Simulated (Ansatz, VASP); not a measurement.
Two plane-wave programs on LiTlSe2

INCAR

```
ALGO     = Normal         # electronic algorithm
EDIFF    = 1E-6           # SCF threshold, eV
ENCUT    = 750            # plane-wave cutoff, eV
GGA      = PE             # functional
GGA_COMPAT= F            
ISIF     = 2              # what is computed and relaxed
ISMEAR   = 0              # smearing method
LASPH    = T              # aspherical terms in the spheres
LCHARG   = F              # write CHGCAR
LREAL    = F              # projectors in reciprocal space
LWAVE    = F              # write WAVECAR
NBANDS   = 22             # bands
NELM     = 120            # most SCF steps
PREC     = Accurate       # precision mode
SIGMA    = 0.01           # smearing width, eV
```

Contents of KPOINTS:

```
k-points
0
Gamma
  6 6 4
```

Contents of POSCAR:

```
LiTlSe2
1.0
    4.3605199970      0.0000000000      0.0000000000
    0.0000000000      4.3605199970      0.0000000000
    0.0000000000      0.0000000000      6.0727918461
Li Se Tl
1 2 1
Direct
    0.0000000000      0.0000000000      0.0000000000
    0.0000000000      0.5000000000      0.2268148555
    0.5000000000      0.0000000000      0.7731851445
    0.5000000000      0.5000000000      0.5000000000
```

Input for Ansatz:

```yaml
crystal:
  lattice:
    - [4.360519997, 0.0, 0.0]
    - [0.0, 4.360519997, 0.0]
    - [0.0, 0.0, 6.0727918461]
  atoms:
    - { symbol: Li, position: [0.0, 0.0, 0.0] }
    - { symbol: Se, position: [0.0, 0.5, 0.2268148555] }
    - { symbol: Tl, position: [0.5, 0.5, 0.5] }
    - { symbol: Se, position: [0.5, 0.0, 0.7731851445] }
kpoints:
  mp_grid: { grid: [6, 6, 4] }
hamiltonian:
  xc: pbe
scf:
  occupations: { method: fixed }
  n_extra_bands: 5
output:
  forces: true
  stress: true
  eigenvalues: true
```

Alike in both runs: task single point; functional PBE; k mesh 6 × 6 × 4; no spin polarisation.

|  | VASP | Ansatz |
| --- | --- | --- |
| version | VASP 6.6.1 | Ansatz 0.2.0 |
| potentials or method | VASP PAW PBE potentials, release 64 (Li_sv, Se, Tl_d) | plane waves, PAW |
| plane-wave cutoff (eV) | 750 | 420 |
| occupations | gaussian, width 0.01 eV | fixed |
| valence electrons in the cell | 28 | 48 |

|  | VASP | Ansatz | Ansatz less VASP |
| --- | --- | --- | --- |
| gap on the k mesh at the Fermi level (eV) | 0.31 | 0.32 | +0.007 |
| pressure (GPa) | -1.0 | -1.0 | -0.01 |
| rms of the force components (eV/Å) | 0.039 | 0.041 | +0.0022 |

VASP's potentials hold 28 valence electrons a cell and Ansatz's 48, so a difference there can come from the potentials and not from the codes.

Neither program's run includes spin-orbit coupling.
